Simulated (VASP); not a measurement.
Bi: single point with PBEsol

The system is Bi.

```
Bi
1.0
     0.00000    3.29846    3.29846
     3.29846    0.00000    3.29846
     3.29846    3.29846    0.00000
Bi
2
Direct
  0.87500 0.87500 0.87500
  0.12500 0.12500 0.12500
```

This cell differs from its parent crystal: volume scaled by 0.78.

```json
{
 "Program": "VASP 6.6.1",
 "Task": "single point",
 "Functional": "PBEsol",
 "Potentials or basis": "VASP PAW PBE potentials, release 64 (Bi_d)",
 "Cutoff": "520 eV",
 "k mesh": "11 × 11 × 11",
 "Occupations": "fermi-dirac, width 0.08 eV",
 "Spin": "no spin polarisation"
}
```

```json
{"Pressure": "13.7 GPa", "Band gap on the k mesh": "zero (band 15 reaches 6.84 eV, above the bottom of band 16 at 5.67 eV)"}
```

Levels at points of the mesh, in eV from the Fermi level:
```
           k point  band 11  band 12  band 13  band 14  band 15  band 16  band 17  band 18  band 19  band 20
(0.00, 0.00, 0.00)   -14.19    -6.58    -1.54    -1.54    -1.54     0.88     0.88     0.88     3.14     7.37
```

It took 86 s on 1 thread of Intel(R) Xeon(R) Platinum 8259CL CPU @ 2.50GHz (Skylake/Cascade Lake), with other jobs on the host, peak memory 0.23 GiB.

Caveat: the PAW data sets were made with another functional, which shifts forces and pressure a little; spin-orbit coupling is left out, which moves the levels of the heavy elements.
